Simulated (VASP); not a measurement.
# HfSiO4 (I4_1/amd) in VASP: notebook

Runs on HfSiO4. Level: LDA. Tasks: single point.

All numbers are computed with VASP 6.6.1; they aren't measurements. Logs are shortened: lines on timing, memory, paths and dates and some standing lists are left out, and cuts for length are marked.

### Step 1. The cell of the first run

Symmetry: I4_1/amd, No. 141, tetragonal system. The conventional cell has a = 6.553 Å, b = 6.553 Å, c = 5.964 Å, α = 90.00°, β = 90.00°, γ = 90.00°. Hf (site symmetry -4m2) has 8 O at 2.10 to 2.26 Å within 2.8 Å. Within 2.2 Å of Si (site symmetry -4m2) lie 4 O at 1.62 Å. Within 2.3 Å of O (site symmetry m) lie 1 Si at 1.62 Å and 2 Hf at 2.10 to 2.26 Å.

### Step 2. Single point, LDA

INCAR

```
SYSTEM = HfSiO4
ALGO = Normal
EDIFF = 1E-7
ENCUT = 520
ISIF = 2
ISMEAR = 0
LASPH = .TRUE.
LCHARG = .TRUE.
LELF = .TRUE.
LREAL = .FALSE.
LVHAR = .TRUE.
LWAVE = .FALSE.
NBANDS = 50
NELM = 80
PREC = Accurate
SIGMA = 0.1
```

KPOINTS

```
k-points
0
G
  4 4 4
  0 0 0
```

POSCAR

```
HfSiO4
1.0
   -3.2767016800      3.2767016800      2.9822469600
    3.2767016800     -3.2767016800      2.9822469600
    3.2767016800      3.2767016800     -2.9822469600
Hf Si O
2 2 8
Direct
    0.0000000000      0.0000000000      0.0000000000
    0.7500000000      0.2500000000      0.5000000000
    0.2500000000      0.7500000000      0.5000000000
    0.5000000000      0.5000000000      0.0000000000
    0.1340875500      0.3192007700      0.8148867800
    0.0692007700      0.7543139900      0.6851132200
    0.0692007700      0.3840875500      0.3148867800
    0.5043139900      0.3192007700      0.1851132200
    0.6807992300      0.4956860100      0.8148867800
    0.6159124500      0.9307992300      0.6851132200
    0.2456860100      0.9307992300      0.3148867800
    0.6807992300      0.8659124500      0.1851132200
```

Potentials or basis: VASP PAW LDA potentials, release 64 (Hf_pv, Si, O).

On the command line:

```
$ cat potpaw_LDA.64/Hf_pv/POTCAR potpaw_LDA.64/Si/POTCAR potpaw_LDA.64/O/POTCAR > POTCAR
$ mpirun -np 1 vasp_std > vasp.out
```

OUTCAR:

```text
SYSTEM = HfSiO4
   EDIFF = 1E-7
   ENCUT = 520
   ISIF = 2
   ISMEAR = 0
   LASPH = .TRUE.
   LREAL = .FALSE.
   NELM = 80
   PREC = Accurate

 ion  position               nearest neighbor table
   1  0.000  0.000  0.000-   7 2.10  10 2.10   6 2.10  11 2.10   5 2.26  12 2.26   8 2.26   9 2.26
                             4 2.98   4 2.98   2 3.60   2 3.60   2 3.60   2 3.60
   2  0.750  0.250  0.500-   5 2.10  12 2.10   9 2.10   8 2.10  10 2.26   7 2.26   6 2.26  11 2.26
                             3 2.98   3 2.98   1 3.60   1 3.60   1 3.60   1 3.60
   3  0.250  0.750  0.500-   6 1.62  11 1.62  10 1.62   7 1.62   2 2.98   2 2.98
   4  0.500  0.500  0.000-   8 1.62   9 1.62   5 1.62  12 1.62   1 2.98   1 2.98
   5  0.134  0.319  0.815-   4 1.62   2 2.10   1 2.26
   6  0.069  0.754  0.685-   3 1.62   1 2.10   2 2.26
   7  0.069  0.384  0.315-   3 1.62   1 2.10   2 2.26
   8  0.504  0.319  0.185-   4 1.62   2 2.10   1 2.26
   9  0.681  0.496  0.815-   4 1.62   2 2.10   1 2.26
  10  0.616  0.931  0.685-   3 1.62   1 2.10   2 2.26
  11  0.246  0.931  0.315-   3 1.62   1 2.10   2 2.26
  12  0.681  0.866  0.185-   4 1.62   2 2.10   1 2.26

  LATTYP: Found a body centered tetragonal cell.
 ALAT       =     6.5534033600
 C/A-ratio  =     0.9101368544

  Lattice vectors:

 A1 = (  -3.2767016800,   3.2767016800,   2.9822469600)
 A2 = (   3.2767016800,  -3.2767016800,   2.9822469600)
 A3 = (   3.2767016800,   3.2767016800,  -2.9822469600)

Analysis of symmetry for initial positions (statically):
=====================================================================
 Subroutine PRICEL returns:
 Original cell was already a primitive cell.

 Routine SETGRP: Setting up the symmetry group for a
 body centered tetragonal supercell.

 Subroutine GETGRP returns: Found 16 space group operations
 (whereof  8 operations were pure point group operations)
 out of a pool of 16 trial point group operations.

The static configuration has the point symmetry D_2d.
 The point group associated with its full space group is D_4h.

Analysis of symmetry for dynamics (positions and initial velocities):
=====================================================================
 Subroutine PRICEL returns:
 Original cell was already a primitive cell.

 Routine SETGRP: Setting up the symmetry group for a
 body centered tetragonal supercell.

 Subroutine GETGRP returns: Found 16 space group operations
 (whereof  8 operations were pure point group operations)
 out of a pool of 16 trial point group operations.
[... 122 lines left out ...]
   NUPDOWN=      -1.0000    fix difference up-down
   EMIN   =  10.00;   EMAX   =-10.00  energy-range for DOS
   EFERMI =   0.00;   METHOD = LEGACY
   ISMEAR =     0;   SIGMA  =   0.10  broadening in eV -4-tet -1-fermi 0-gaus
   EFERMI_NEDOS =   21; number of points for ismear=-14 and -15
   IALGO  =     38    algorithm
   IMIX   =      4    mixing-type and parameters
     AMIX     =   0.40;   BMIX     =  1.00
     AMIX_MAG =   1.60;   BMIX_MAG =  1.00
  volume/ion in A,a.u.               =      10.67        72.03
  Fermi-wavevector in a.u.,A,eV,Ry     =   1.375689  2.599675 25.749296  1.892520
  Thomas-Fermi vector in A             =   2.501002
   LORBIT       =      0    0 simple, 1 ext, 2 COOP (PROOUT), +10 PAW based schemes
   GGA     = CA    functional components
   LHFCALC =     F    Hartree Fock is set to
   AEXX    =    0.0000 exact exchange contribution
   IVDW    =     0    specifies the selected vdW correction
   LEPSILON=     F    determine dielectric tensor
   LRPA    =     F    only Hartree local field effects (RPA)
 non-spin polarized calculation
 Gauss-broadening in eV      SIGMA  =   0.10
  energy-cutoff  :      520.00
  volume of cell :      128.08
 maximum number of plane-waves:      3468
 NGX is ok and might be reduce to    42
   NGX = 21   NGY = 21   NGZ = 21

 number of electron      75.9999995 magnetization

 Free energy of the ion-electron system (eV)
  ---------------------------------------------------
  ext. energy  EPLUGINS =         0.00000000
  ---------------------------------------------------
  free energy    TOTEN  =      -119.01382939 eV

  energy without entropy =     -119.01382939  energy(sigma->0) =     -119.01382939

 E-fermi :   3.5707     XC(G=0): -11.6368

 val. band max:        3.1392141131   @ k =   0.0000   0.0000   0.0000
 cond. band min:       8.4144886421   @ k =   0.5000   0.5000  -0.0000
 fundamental gap:      5.2752745290
 Fermi energy:         3.5707164372

 k-point     1 :       0.0000    0.0000    0.0000
  band No.  band energies     occupation
      1     -25.9442      2.00000
      2     -25.9442      2.00000
      3     -25.8633      2.00000
      4     -25.8525      2.00000
      5     -25.7526      2.00000
      6     -25.7526      2.00000
[... 678 lines left out ...]
     49      12.5609      0.00000
     50      12.5609      0.00000

------------------------ aborting loop because EDIFF is reached ----------------------------------------

  FORCE on cell =-STRESS in cart. coord.  units (eV):
  Direction    XX          YY          ZZ          XY          YZ          ZX
  --------------------------------------------------------------------------------------
  -------------------------------------------------------------------------------------
  Total       -3.8378488     -3.8378488     -4.3564567      0.0000000     -0.0000000      0.0000000
  in kB      -48.0088206    -48.0088206    -54.4962453      0.0000000     -0.0000000      0.0000000
  external PRESSURE =     -50.1712955 kB  Pullay stress =       0.0000000 kB

 VOLUME and BASIS-vectors are now :
 -----------------------------------------------------------------------------
  energy-cutoff  :      520.00
  volume of cell :      128.08
      direct lattice vectors                 reciprocal lattice vectors
    -3.276701680  3.276701680  2.982246960     0.000000000  0.152592469  0.167658818
     3.276701680 -3.276701680  2.982246960     0.152592469  0.000000000  0.167658818
     3.276701680  3.276701680 -2.982246960     0.152592469  0.152592469  0.000000000

 POSITION                                       TOTAL-FORCE (eV/Angst)
 -----------------------------------------------------------------------------------
      0.00000      0.00000      0.00000         0.000000      0.000000     -0.000000
      0.00000      3.27670      1.49112        -0.000000      0.000000     -0.000000
      3.27670      0.00000      1.49112        -0.000000      0.000000     -0.000000
      0.00000      0.00000      2.98225         0.000000      0.000000     -0.000000
      3.27670      2.06358     -1.07838        -0.000000     -0.154494     -0.251244
      4.48982      0.00000      0.41275         0.154494      0.000000     -0.251244
      2.06358      0.00000      0.41275        -0.154494      0.000000     -0.251244
     -0.00000      1.21312      1.90387         0.000000      0.154494     -0.251244
      2.06358      3.27670      1.07838        -0.154494      0.000000      0.251244
      3.27670      1.21312      2.56950         0.000000      0.154494      0.251244
      3.27670     -1.21312      2.56950        -0.000000     -0.154494      0.251244
      1.21312     -0.00000      4.06062         0.154494      0.000000      0.251244
 -----------------------------------------------------------------------------------
    total drift:                                0.000000      0.000000     -0.000000

  FREE ENERGIE OF THE ION-ELECTRON SYSTEM (eV)
  ---------------------------------------------------
  free  energy   TOTEN  =      -119.0138293859 eV

  energy  without entropy=     -119.0138293859  energy(sigma->0) =     -119.01382939
```

OSZICAR:

```text
N       E                     dE             d eps       ncg     rms          rms(c)
DAV:   1     0.435680400914E+03    0.43568E+03   -0.42170E+04  1300   0.148E+03
DAV:   2    -0.107993337366E+03   -0.54367E+03   -0.52794E+03  1592   0.365E+02
DAV:   3    -0.135637021163E+03   -0.27644E+02   -0.27511E+02  1568   0.794E+01
DAV:   4    -0.135986778231E+03   -0.34976E+00   -0.34920E+00  1680   0.970E+00
DAV:   5    -0.135991209274E+03   -0.44310E-02   -0.44289E-02  1616   0.103E+00    0.759E+01
DAV:   6    -0.119436650244E+03    0.16555E+02   -0.67716E+01  1466   0.369E+01    0.622E+01
DAV:   7    -0.119146976479E+03    0.28967E+00   -0.32101E+00  1652   0.847E+00    0.415E+01
DAV:   8    -0.119057031721E+03    0.89945E-01   -0.49753E-01  1588   0.410E+00    0.100E+01
DAV:   9    -0.119014570336E+03    0.42461E-01   -0.16033E-01  1484   0.206E+00    0.269E+00
DAV:  10    -0.119013974207E+03    0.59613E-03   -0.87784E-03  1628   0.487E-01    0.451E-01
DAV:  11    -0.119013833481E+03    0.14073E-03   -0.11529E-03  1552   0.166E-01    0.476E-01
DAV:  12    -0.119013826432E+03    0.70485E-05   -0.11771E-04  1502   0.514E-02    0.179E-01
DAV:  13    -0.119013829705E+03   -0.32724E-05   -0.10629E-05  1704   0.164E-02    0.443E-02
DAV:  14    -0.119013829378E+03    0.32647E-06   -0.69190E-07  1510   0.446E-03    0.431E-03
DAV:  15    -0.119013829386E+03   -0.76807E-08   -0.16324E-07  1112   0.194E-03
   1 F= -.11901383E+03 E0= -.11901383E+03  d E =-.722711E-11
```

stdout:

```text
POSCAR found type information on POSCAR HfSiO
 POSCAR found :  3 types and      12 ions
 scaLAPACK will be used
 LDA part: xc-table for (Slater(with rela. corr.)+CA(PZ))
 , standard interpolation
 POSCAR, INCAR and KPOINTS ok, starting setup
 FFT: planning ... GRIDC
 FFT: planning ... GRID_SOFT
 FFT: planning ... GRID
 WAVECAR not read
 entering main loop
```

Run time: 1.8 min. Hardware: 1 thread of Intel Xeon Platinum 8375C at 2.90GHz (Ice Lake), shared host; peak memory 0.25 GiB.

Results:

```
Free energy            : -119.0138 eV
Pressure               : -5.0 GPa
Largest force          : 0.295 eV/Å
Band gap on the k mesh : 5.28 eV (least direct gap 5.69 eV)
```

Forces on the atoms (eV/Å):
```
Hf   0.000  0.000  0.000
Hf   0.000  0.000  0.000
Si   0.000  0.000  0.000
Si   0.000  0.000  0.000
O    0.000 -0.154 -0.251
O    0.154  0.000 -0.251
O   -0.154  0.000 -0.251
O    0.000  0.154 -0.251
O   -0.154  0.000  0.251
O    0.000  0.154  0.251
O    0.000 -0.154  0.251
O    0.154  0.000  0.251
```

Stress tensor (GPa, compression positive):
```
-4.80  0.00  0.00
 0.00 -4.80  0.00
 0.00  0.00 -5.45
```

Caveat: the cell stands under tension; spin-orbit coupling is left out, which moves the levels of the heavy elements.

### Step 3. Single point, LDA

This run uses another cell than the first one, of 10.50 Å³/atom.

INCAR

```
  PREC = Accurate
  ENCUT = 520
  EDIFF = 1E-6
  ISMEAR = 0
  SIGMA = 0.02
  LREAL = F
  LASPH = T
  NELM = 100
  ALGO = Normal
  ISIF = 2
  LWAVE = F
  LCHARG = F
  GGA = CA
  NBANDS = 50
```

KPOINTS

```
regular mesh
0
Gamma
  6 6 6
```

POSCAR

```
HfSiO4
1.0
   -3.2619485635      3.2619485635      2.9616225209
    3.2619485635     -3.2619485635      2.9616225209
    3.2619485635      3.2619485635     -2.9616225209
Hf Si O
2 2 8
Direct
    0.0000000000      0.0000000000      0.0000000000
    0.7500000000      0.2500000000      0.5000000000
    0.2500000000      0.7500000000      0.5000000000
    0.5000000000      0.5000000000      0.0000000000
    0.1330007435      0.3180577125      0.8149430310
    0.0680577125      0.7531146815      0.6850569690
    0.0680577125      0.3830007435      0.3149430310
    0.5031146815      0.3180577125      0.1850569690
    0.6819422875      0.4968853185      0.8149430310
    0.6169992565      0.9319422875      0.6850569690
    0.2468853185      0.9319422875      0.3149430310
    0.6819422875      0.8669992565      0.1850569690
```

Potentials or basis: VASP PAW LDA potentials, release 64 (Hf_pv, Si, O).

On the command line:

```
$ cat potpaw_LDA.64/Hf_pv/POTCAR potpaw_LDA.64/Si/POTCAR potpaw_LDA.64/O/POTCAR > POTCAR
$ mpirun -np 1 vasp_std > vasp.out
```

OUTCAR:

```text
PREC = Accurate
   ENCUT = 520
   EDIFF = 1E-6
   ISMEAR = 0
   LREAL = F
   LASPH = T
   NELM = 100
   ISIF = 2
   GGA = CA

 ion  position               nearest neighbor table
   1  0.000  0.000  0.000-   6 2.09  11 2.09  10 2.09   7 2.09   8 2.24   5 2.24  12 2.24   9 2.24
                             4 2.96   4 2.96   2 3.58   2 3.58   2 3.58   2 3.58
   2  0.750  0.250  0.500-   8 2.09   9 2.09   5 2.09  12 2.09   7 2.24  10 2.24   6 2.24  11 2.24
                             3 2.96   3 2.96   1 3.58   1 3.58   1 3.58   1 3.58
   3  0.250  0.750  0.500-   7 1.62  10 1.62   6 1.62  11 1.62   2 2.96   2 2.96
   4  0.500  0.500  0.000-   5 1.62  12 1.62   9 1.62   8 1.62   1 2.96   1 2.96
   5  0.133  0.318  0.815-   4 1.62   2 2.09   1 2.24
   6  0.068  0.753  0.685-   3 1.62   1 2.09   2 2.24
   7  0.068  0.383  0.315-   3 1.62   1 2.09   2 2.24
   8  0.503  0.318  0.185-   4 1.62   2 2.09   1 2.24
   9  0.682  0.497  0.815-   4 1.62   2 2.09   1 2.24
  10  0.617  0.932  0.685-   3 1.62   1 2.09   2 2.24
  11  0.247  0.932  0.315-   3 1.62   1 2.09   2 2.24
  12  0.682  0.867  0.185-   4 1.62   2 2.09   1 2.24

  LATTYP: Found a body centered tetragonal cell.
 ALAT       =     6.5238971270
 C/A-ratio  =     0.9079304787

  Lattice vectors:

 A1 = (  -3.2619485635,   3.2619485635,   2.9616225209)
 A2 = (   3.2619485635,  -3.2619485635,   2.9616225209)
 A3 = (   3.2619485635,   3.2619485635,  -2.9616225209)

Analysis of symmetry for initial positions (statically):
=====================================================================
 Subroutine PRICEL returns:
 Original cell was already a primitive cell.

 Routine SETGRP: Setting up the symmetry group for a
 body centered tetragonal supercell.

[... 162 lines left out ...]
  Fermi-wavevector in a.u.,A,eV,Ry     =   1.383029  2.613546 26.024818  1.912770
  Thomas-Fermi vector in A             =   2.507665
   LORBIT       =      0    0 simple, 1 ext, 2 COOP (PROOUT), +10 PAW based schemes
   GGA     = CA    functional components
   LHFCALC =     F    Hartree Fock is set to
   AEXX    =    0.0000 exact exchange contribution
   IVDW    =     0    specifies the selected vdW correction
   LEPSILON=     F    determine dielectric tensor
   LRPA    =     F    only Hartree local field effects (RPA)
 non-spin polarized calculation
 Gauss-broadening in eV      SIGMA  =   0.02
  energy-cutoff  :      520.00
  volume of cell :      126.05
 maximum number of plane-waves:      3418
 NGX is ok and might be reduce to    42
   NGX = 21   NGY = 21   NGZ = 21

 number of electron      75.9999987 magnetization

 Free energy of the ion-electron system (eV)
  ---------------------------------------------------
  ext. energy  EPLUGINS =         0.00000000
  ---------------------------------------------------
  free energy    TOTEN  =      -119.06075652 eV

  energy without entropy =     -119.06075652  energy(sigma->0) =     -119.06075652

 E-fermi :   3.3912     XC(G=0): -11.7148

 val. band max:        3.2644910181   @ k =   0.0000   0.0000   0.0000
 cond. band min:       8.6362221527   @ k =   0.5000   0.5000   0.0000
 fundamental gap:      5.3717311346
 Fermi energy:         3.3912482982

 k-point     1 :       0.0000    0.0000    0.0000
  band No.  band energies     occupation
      1     -25.7104      2.00000
      2     -25.7104      2.00000
      3     -25.6233      2.00000
      4     -25.6113      2.00000
      5     -25.5003      2.00000
      6     -25.5003      2.00000
[... 1261 lines left out ...]
     49      12.3331      0.00000
     50      12.7648      0.00000

 [... further k-points ...]
[... 5 lines left out ...]
  --------------------------------------------------------------------------------------
  -------------------------------------------------------------------------------------
  Total       -1.0149687     -1.0149687     -0.6601772      0.0000000     -0.0000000      0.0000000
  in kB      -12.9008789    -12.9008789     -8.3912602      0.0000000     -0.0000000      0.0000000
  external PRESSURE =     -11.3976727 kB  Pullay stress =       0.0000000 kB

 VOLUME and BASIS-vectors are now :
 -----------------------------------------------------------------------------
  energy-cutoff  :      520.00
  volume of cell :      126.05
      direct lattice vectors                 reciprocal lattice vectors
    -3.261948563  3.261948563  2.961622521     0.000000000  0.153282613  0.168826377
     3.261948563 -3.261948563  2.961622521     0.153282613  0.000000000  0.168826377
     3.261948563  3.261948563 -2.961622521     0.153282613  0.153282613  0.000000000

 POSITION                                       TOTAL-FORCE (eV/Angst)
 -----------------------------------------------------------------------------------
      0.00000      0.00000      0.00000         0.000000     -0.000000      0.000000
     -0.00000      3.26195      1.48081         0.000000     -0.000000      0.000000
      3.26195     -0.00000      1.48081         0.000000     -0.000000      0.000000
      0.00000      0.00000      2.96162         0.000000     -0.000000      0.000000
      3.26195      2.05466     -1.07769         0.000000     -0.144503     -0.140924
      4.46924      0.00000      0.40312         0.144503     -0.000000     -0.140924
      2.05466     -0.00000      0.40312        -0.144503      0.000000     -0.140924
     -0.00000      1.20729      1.88393         0.000000      0.144503     -0.140924
      2.05466      3.26195      1.07769        -0.144503     -0.000000      0.140924
      3.26195      1.20729      2.55850        -0.000000      0.144503      0.140924
      3.26195     -1.20729      2.55850         0.000000     -0.144503      0.140924
      1.20729     -0.00000      4.03931         0.144503     -0.000000      0.140924
 -----------------------------------------------------------------------------------
    total drift:                               -0.000000     -0.000000      0.000000

  FREE ENERGIE OF THE ION-ELECTRON SYSTEM (eV)
  ---------------------------------------------------
  free  energy   TOTEN  =      -119.0607565250 eV

  energy  without entropy=     -119.0607565250  energy(sigma->0) =     -119.06075652
```

stdout:

```text
POSCAR found type information on POSCAR HfSiO
 POSCAR found :  3 types and      12 ions
 scaLAPACK will be used
 LDA part: xc-table for (Slater(with rela. corr.)+CA(PZ))
 , standard interpolation
 POSCAR, INCAR and KPOINTS ok, starting setup
 FFT: planning ... GRIDC
 FFT: planning ... GRID_SOFT
 FFT: planning ... GRID
 WAVECAR not read
 entering main loop
```

Run time: 4 min. Hardware: 1 thread of Intel Xeon Platinum 8375C at 2.90GHz (Ice Lake), shared host; peak memory 0.3 GiB.

Results:

```
Free energy            : -119.0608 eV
Pressure               : -1.1 GPa
Largest force          : 0.202 eV/Å
Band gap on the k mesh : 5.37 eV (least direct gap 5.75 eV)
```

Forces on the atoms (eV/Å):
```
Hf   0.000  0.000  0.000
Hf   0.000  0.000  0.000
Si   0.000  0.000  0.000
Si   0.000  0.000  0.000
O    0.000 -0.145 -0.141
O    0.145  0.000 -0.141
O   -0.145  0.000 -0.141
O    0.000  0.145 -0.141
O   -0.145  0.000  0.141
O    0.000  0.145  0.141
O    0.000 -0.145  0.141
O    0.145  0.000  0.141
```

Levels at points of the mesh, in eV from the valence-band top:
| k point | band 34 | band 35 | band 36 | band 37 | band 38 | band 39 | band 40 | band 41 | band 42 | band 43 |
| --- | --- | --- | --- | --- | --- | --- | --- | --- | --- | --- |
| (0.00, 0.00, 0.00) | -0.65 | -0.58 | -0.56 | -0.56 | 0.00 | 5.80 | 6.13 | 6.19 | 6.29 | 6.29 |
| (0.50, 0.00, 0.00) | -1.17 | -0.98 | -0.86 | -0.28 | -0.18 | 5.67 | 5.84 | 6.67 | 6.85 | 6.98 |
| (0.50, 0.50, 0.00) | -1.03 | -0.97 | -0.97 | -0.64 | -0.64 | 5.37 | 5.37 | 6.57 | 6.57 | 6.62 |
| (0.50, 0.50, 0.50) | -1.39 | -1.14 | -1.14 | -0.86 | -0.86 | 6.33 | 6.33 | 6.70 | 6.70 | 6.86 |

Caveat: spin-orbit coupling is left out, which moves the levels of the heavy elements.
